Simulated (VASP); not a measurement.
# In4SbAs3 (P-4m2) in VASP: a series of runs, part 2 of 3

VASP 6.6.1. Earlier steps stand in the parts before.

### Step 3. Single point, PBE

This run uses another cell than the first one, of 25.47 Å³/atom.

INCAR reads:

```
SYSTEM = In4SbAs3
PREC = Accurate ; ENCUT = 520
EDIFF = 1E-7 ; ISMEAR = 0
SIGMA = 0.1 ; LREAL = .False.
LASPH = .True. ; NELM = 60
ALGO = Normal ; ISIF = 2
LWAVE = .False. ; LCHARG = .True.
GGA = PE ; LELF = .True.
LVHAR = .True. ; NBANDS = 46
```

KPOINTS reads:

```
regular mesh
0
Gamma
  4 4 2
  0 0 0
```

POSCAR reads:

```
In4SbAs3
1.0
    4.1607814100      0.0000000000      0.0000000000
    0.0000000000      4.1607814100      0.0000000000
    0.0000000000      0.0000000000     11.7684669900
In Sb As
4 1 3
Direct
    0.5000000000      0.0000000000      0.8750000000
    0.0000000000      0.5000000000      0.1250000000
    0.5000000000      0.0000000000      0.3750000000
    0.0000000000      0.5000000000      0.6250000000
    0.5000000000      0.5000000000      0.5000000000
    0.0000000000      0.0000000000      0.2500000000
    0.0000000000      0.0000000000      0.7500000000
    0.5000000000      0.5000000000      0.0000000000
```

Potentials or basis: VASP PAW PBE potentials, release 64 (In_d, Sb, As).

Started as:

```bash
$ cat potpaw_PBE.64/In_d/POTCAR potpaw_PBE.64/Sb/POTCAR potpaw_PBE.64/As/POTCAR > POTCAR
$ mpirun -np 1 vasp_std > vasp.out
```

OUTCAR:

```text
SYSTEM = In4SbAs3
   PREC = Accurate
   ENCUT = 520
   EDIFF = 1E-7
   ISMEAR = 0
   LREAL = .False.
   LASPH = .True.
   NELM = 60
   ISIF = 2
   GGA = PE

 ion  position               nearest neighbor table
   1  0.500  0.000  0.875-   7 2.55   8 2.55   8 2.55   7 2.55
   2  0.000  0.500  0.125-   6 2.55   8 2.55   6 2.55   8 2.55
   3  0.500  0.000  0.375-   5 2.55   6 2.55   5 2.55   6 2.55
   4  0.000  0.500  0.625-   5 2.55   7 2.55   7 2.55   5 2.55
   5  0.500  0.500  0.500-   3 2.55   4 2.55   3 2.55   4 2.55
   6  0.000  0.000  0.250-   2 2.55   3 2.55   2 2.55   3 2.55
   7  0.000  0.000  0.750-   1 2.55   4 2.55   4 2.55   1 2.55
   8  0.500  0.500  0.000-   1 2.55   2 2.55   1 2.55   2 2.55

  LATTYP: Found a simple tetragonal cell.
 ALAT       =     4.1607814100
 C/A-ratio  =     2.8284271223

  Lattice vectors:

 A1 = (   4.1607814100,   0.0000000000,   0.0000000000)
 A2 = (   0.0000000000,   4.1607814100,   0.0000000000)
 A3 = (   0.0000000000,   0.0000000000,  11.7684669900)

Analysis of symmetry for initial positions (statically):
=====================================================================
 Subroutine PRICEL returns:
 Original cell was already a primitive cell.

 Routine SETGRP: Setting up the symmetry group for a
 simple tetragonal supercell.

 Subroutine GETGRP returns: Found  8 space group operations
 (whereof  8 operations were pure point group operations)
 out of a pool of 16 trial point group operations.

The static configuration has the point symmetry D_2d.

Analysis of symmetry for dynamics (positions and initial velocities):
=====================================================================
 Subroutine PRICEL returns:
 Original cell was already a primitive cell.

 Routine SETGRP: Setting up the symmetry group for a
 simple tetragonal supercell.

 Subroutine GETGRP returns: Found  8 space group operations
 (whereof  8 operations were pure point group operations)
 out of a pool of 16 trial point group operations.

The dynamic configuration has the point symmetry D_2d.

 Subroutine INISYM returns: Found  8 space group operations
 (whereof  8 operations are pure point group operations),
 and found     1 'primitive' translations

----------------------------------------------------------------------------------------

                                     Primitive cell

  volume of cell :     203.7369

  direct lattice vectors                    reciprocal lattice vectors
     4.160781410  0.000000000  0.000000000     0.240339470  0.000000000  0.000000000
     0.000000000  4.160781410  0.000000000     0.000000000  0.240339470  0.000000000
     0.000000000  0.000000000 11.768466990     0.000000000  0.000000000  0.084972835

  length of vectors
     4.160781410  4.160781410 11.768466990     0.240339470  0.240339470  0.084972835

  position of ions in fractional coordinates (direct lattice)
     0.500000000  0.000000000  0.875000000
     0.000000000  0.500000000  0.125000000
     0.500000000  0.000000000  0.375000000
     0.000000000  0.500000000  0.625000000
     0.500000000  0.500000000  0.500000000
     0.000000000  0.000000000  0.250000000
     0.000000000  0.000000000  0.750000000
     0.500000000  0.500000000  0.000000000
[... 47 lines left out ...]
  0.250000  0.000000  0.500000      4.000000
  0.500000  0.000000  0.500000      2.000000
  0.250000  0.250000  0.500000      4.000000
  0.500000  0.250000  0.500000      4.000000
  0.500000  0.500000  0.500000      1.000000
   k-points           NKPTS =     12   k-points in BZ     NKDIM =     12   number of bands    NBANDS=     46
   number of dos      NEDOS =    301   number of ions     NIONS =      8
   total plane-waves  NPLWV =  92160
   dimension x,y,z NGX =    32 NGY =   32 NGZ =   90
   dimension x,y,z NGXF=    64 NGYF=   64 NGZF=  180
   ions per type =               4   1   3
   NGX,Y,Z   is equivalent  to a cutoff of  12.79, 12.79, 12.71 a.u.
   NGXF,Y,Z  is equivalent  to a cutoff of  25.57, 25.57, 25.43 a.u.
 SYSTEM =  In4SbAs3
   PREC   = accura    normal or accurate (medium, high low for compatibility)
   ISTART =      0    job   : 0-new  1-cont  2-samecut
   ICHARG =      2    charge: 1-file 2-atom 10-const
   ISPIN  =      1    spin polarized calculation?
   LNONCOLLINEAR =      F non collinear calculations
   LSORBIT =      F    spin-orbit coupling
   LASPH  =      T    aspherical Exc in radial PAW
   ENCUT  =  520.0 eV  38.22 Ry    6.18 a.u.   7.74  7.74 21.88*2*pi/ulx,y,z
   NELM   =     60;   NELMIN=  2; NELMDL= -5     # of ELM steps
   EDIFF  = 0.1E-06   stopping-criterion for ELM
   LREAL  =      F    real-space projection
   EDIFFG = 0.1E-05   stopping-criterion for IOM
   NSW    =      0    number of steps for IOM
   IBRION =     -1    ionic relax: 0-MD 1-quasi-New 2-CG
   NFREE  =      0    steps in history (QN), initial steepest desc. (CG)
   ISIF   =      2    stress and relaxation
   ISYM   =      2    0-nonsym 1-usesym 2-fastsym
   POTIM  = 0.5000    time-step for ionic-motion
   TEBEG  =    0.0;   TEEND  =   0.0 temperature during run
   PSTRESS=    0.0 pullay stress
   NELECT =      72.0000    total number of electrons
   NUPDOWN=      -1.0000    fix difference up-down
   EMIN   =  10.00;   EMAX   =-10.00  energy-range for DOS
   EFERMI =   0.00;   METHOD = LEGACY
   ISMEAR =     0;   SIGMA  =   0.10  broadening in eV -4-tet -1-fermi 0-gaus
   EFERMI_NEDOS =   21; number of points for ismear=-14 and -15
   IALGO  =     38    algorithm
   IMIX   =      4    mixing-type and parameters
     AMIX     =   0.40;   BMIX     =  1.00
     AMIX_MAG =   1.60;   BMIX_MAG =  1.00
  volume/ion in A,a.u.               =      25.47       171.86
  Fermi-wavevector in a.u.,A,eV,Ry     =   1.157433  2.187231 18.227052  1.339651
  Thomas-Fermi vector in A             =   2.294044
   LORBIT       =      0    0 simple, 1 ext, 2 COOP (PROOUT), +10 PAW based schemes
   GGA     = PE    functional components
   LHFCALC =     F    Hartree Fock is set to
   AEXX    =    0.0000 exact exchange contribution
   IVDW    =     0    specifies the selected vdW correction
   LEPSILON=     F    determine dielectric tensor
   LRPA    =     F    only Hartree local field effects (RPA)
 non-spin polarized calculation
 Gauss-broadening in eV      SIGMA  =   0.10
  energy-cutoff  :      520.00
  volume of cell :      203.74
 maximum number of plane-waves:      5512
 NGX is ok and might be reduce to    32
   NGX = 15   NGY = 15   NGZ = 43

 number of electron      71.9999975 magnetization

 Free energy of the ion-electron system (eV)
  ---------------------------------------------------
  ext. energy  EPLUGINS =         0.00000000
  ---------------------------------------------------
  free energy    TOTEN  =       -27.65130759 eV

  energy without entropy =      -27.65126985  energy(sigma->0) =      -27.65128872

 E-fermi :   6.4764     XC(G=0):  -9.5830

 val. band max:        6.2461442297   @ k =   0.0000   0.0000   0.0000
 cond. band min:       6.6903039539   @ k =   0.0000   0.0000   0.0000
 fundamental gap:      0.4441597242
 Fermi energy:         6.4764110321

 k-point     1 :       0.0000    0.0000    0.0000
  band No.  band energies     occupation
      1      -8.9489      2.00000
      2      -8.8431      2.00000
      3      -8.7631      2.00000
      4      -8.7631      2.00000
      5      -8.6630      2.00000
      6      -8.6555      2.00000
[... 577 lines left out ...]
     45      13.4155      0.00000
     46      13.6904      0.00000

------------------------ aborting loop because EDIFF is reached ----------------------------------------

  FORCE on cell =-STRESS in cart. coord.  units (eV):
  Direction    XX          YY          ZZ          XY          YZ          ZX
  --------------------------------------------------------------------------------------
  -------------------------------------------------------------------------------------
  Total       20.4709840     20.4709840     19.1992899      0.0000000      0.0000000      0.0000000
  in kB      160.9828479    160.9828479    150.9823059      0.0000000      0.0000000      0.0000000
  external PRESSURE =     157.6493339 kB  Pullay stress =       0.0000000 kB

 VOLUME and BASIS-vectors are now :
 -----------------------------------------------------------------------------
  energy-cutoff  :      520.00
  volume of cell :      203.74
      direct lattice vectors                 reciprocal lattice vectors
     4.160781410  0.000000000  0.000000000     0.240339470  0.000000000  0.000000000
     0.000000000  4.160781410  0.000000000     0.000000000  0.240339470  0.000000000
     0.000000000  0.000000000 11.768466990     0.000000000  0.000000000  0.084972835

 POSITION                                       TOTAL-FORCE (eV/Angst)
 -----------------------------------------------------------------------------------
      2.08039      0.00000     10.29741         0.000000      0.000000      0.014809
      0.00000      2.08039      1.47106         0.000000      0.000000     -0.014809
      2.08039      0.00000      4.41318        -0.000000      0.000000     -1.851314
      0.00000      2.08039      7.35529         0.000000      0.000000      1.851314
      2.08039      2.08039      5.88423         0.000000     -0.000000      0.000000
      0.00000      0.00000      2.94212         0.000000      0.000000     -0.132863
      0.00000      0.00000      8.82635         0.000000      0.000000      0.132863
      2.08039      2.08039      0.00000        -0.000000      0.000000      0.000000
 -----------------------------------------------------------------------------------
    total drift:                                0.000000      0.000000      0.000000

  FREE ENERGIE OF THE ION-ELECTRON SYSTEM (eV)
  ---------------------------------------------------
  free  energy   TOTEN  =       -27.6513075867 eV

  energy  without entropy=      -27.6512698524  energy(sigma->0) =      -27.65128872
```

Wall time 4.3 min (1 thread of Intel Xeon 8259CL, shared host); peak memory 0.35 GiB.

What came out:

| Quantity | Value |
| --- | --- |
| Free energy | -27.6513 eV |
| Pressure | 15.8 GPa |
| Largest force | 1.851 eV/Å |
| Band gap on the k mesh | 0.44 eV |

Forces on the atoms (eV/Å):
```
In   0.000  0.000  0.015
In   0.000  0.000 -0.015
In   0.000  0.000 -1.851
In   0.000  0.000  1.851
Sb   0.000  0.000  0.000
As   0.000  0.000 -0.133
As   0.000  0.000  0.133
As   0.000  0.000  0.000
```

Stress tensor (GPa, compression positive):
```
16.10  0.00  0.00
 0.00 16.10  0.00
 0.00  0.00 15.10
```

Caveat: the cell stands under pressure; semilocal functionals underestimate gaps, and a narrow one can read as zero; spin-orbit coupling is left out, which moves the levels of the heavy elements; forces of over 1 eV/Å act on the atoms, so gaps and moduli don't describe the material at rest. A k mesh can miss the band edges.

### Step 4. Relaxation of cell and atoms, PBE

This run uses another cell than the first one, of 25.47 Å³/atom.

INCAR reads:

```
ALGO = Normal ; EDIFF = 1E-6
EDIFFG = -0.04 ; ENCUT = 600
GGA = PE ; IBRION = 2
ISIF = 3 ; ISMEAR = 0
LASPH = True ; LCHARG = False
LREAL = False ; LWAVE = False
NELM = 60 ; NSW = 90
PREC = Accurate ; SIGMA = 0.1
```

KPOINTS reads:

```
k-points
0
Gamma
  4 4 2
```

POSCAR is that of step 3.

Started as:

```bash
$ cat potpaw_PBE.64/In_d/POTCAR potpaw_PBE.64/Sb/POTCAR potpaw_PBE.64/As/POTCAR > POTCAR
$ mpirun -np 1 vasp_std > vasp.out
```

Run time: 28 min. Hardware: 1 thread of Intel Xeon 8259CL, shared host; peak memory 0.44 GiB.

It converged, with:

- Free energy: -29.8189 eV
- Relaxed volume: 31.42 Å³/atom
- Relaxed cell: a = 4.495 Å, b = 4.495 Å, c = 12.440 Å, α = 90.00°, β = 90.00°, γ = 90.00°
- Space group after relaxing (to 0.1 Å): P-4m2 (No. 115)
- Energy gained by relaxing: 270.9 meV/atom
- Ionic steps: 9
- Pressure after relaxing: -0.1 GPa
- Largest force after relaxing: 0.018 eV/Å
- Band gap on the k mesh: 0.01 eV

Forces on the atoms (eV/Å):
```
In   0.000  0.000  0.003
In   0.000  0.000 -0.003
In   0.000  0.000 -0.018
In   0.000  0.000  0.018
Sb   0.000  0.000  0.000
As   0.000  0.000  0.000
As   0.000  0.000  0.000
As   0.000  0.000  0.000
```

Stress tensor (GPa, compression positive):
```
-0.10  0.00  0.00
 0.00 -0.10  0.00
 0.00  0.00 -0.01
```

Step by step:
| step | energy change (eV) | largest force (eV/Å) | pressure (GPa) | volume (Å³) |
| --- | --- | --- | --- | --- |
| 1 | 0.0000 | 1.8517 | 15.80 | 203.74 |
| 2 | -1.5700 | 0.2551 | -4.26 | 287.14 |
| 3 | -2.0802 | 0.5206 | -0.13 | 252.82 |
| 4 | -2.0798 | 0.5043 | -0.33 | 253.87 |
| 5 | -2.1082 | 0.3247 | -0.24 | 253.11 |
| 6 | -2.1409 | 0.3008 | 0.02 | 251.06 |
| 7 | -2.1567 | 0.1559 | 0.03 | 250.90 |
| 8 | -2.1650 | 0.1276 | 0.06 | 250.66 |
| 9 | -2.1674 | 0.0182 | -0.07 | 251.39 |

Final structure:
```
In Sb As
1.0
     4.49536    0.00000    0.00000
     0.00000    4.49536    0.00000
     0.00000    0.00000   12.43992
In Sb As
4 1 3
Direct
  0.50000 0.00000 0.87960
  0.00000 0.50000 0.12040
  0.50000 0.00000 0.36191
  0.00000 0.50000 0.63809
  0.50000 0.50000 0.50000
  0.00000 0.00000 0.24109
  0.00000 0.00000 0.75891
  0.50000 0.50000 0.00000
```

Levels at points of the mesh, in eV from the valence-band top:
```csv
k point,band 33,band 34,band 35,band 36,band 37,band 38,band 39,band 40
"(0.00, 0.00, 0.00)",-1.19,-0.68,0.00,0.00,0.01,1.51,1.61,1.84
"(0.50, 0.00, 0.00)",-1.17,-0.87,-0.86,-0.46,0.45,0.76,1.97,2.39
"(0.50, 0.50, 0.00)",-2.13,-2.06,-2.06,-2.00,1.52,1.65,1.85,1.85
"(0.00, 0.00, 0.50)",-0.71,-0.71,-0.31,-0.31,1.29,1.29,1.57,1.60
"(0.50, 0.00, 0.50)",-1.21,-1.20,-1.19,-0.46,1.32,1.40,1.47,1.94
"(0.50, 0.50, 0.50)",-2.34,-2.34,-2.32,-2.24,2.35,2.44,2.49,2.49
```

Caveat: the volume moved by over 15 % at a fixed basis, so the end points are rough; the smearing spreads over this small gap; semilocal functionals underestimate gaps, and a narrow one can read as zero; spin-orbit coupling is left out, which moves the levels of the heavy elements. A k mesh can miss the band edges.

[end of part 2 of 3]

The gap in the log of VASP goes by the Fermi energy; the results here count the filled bands.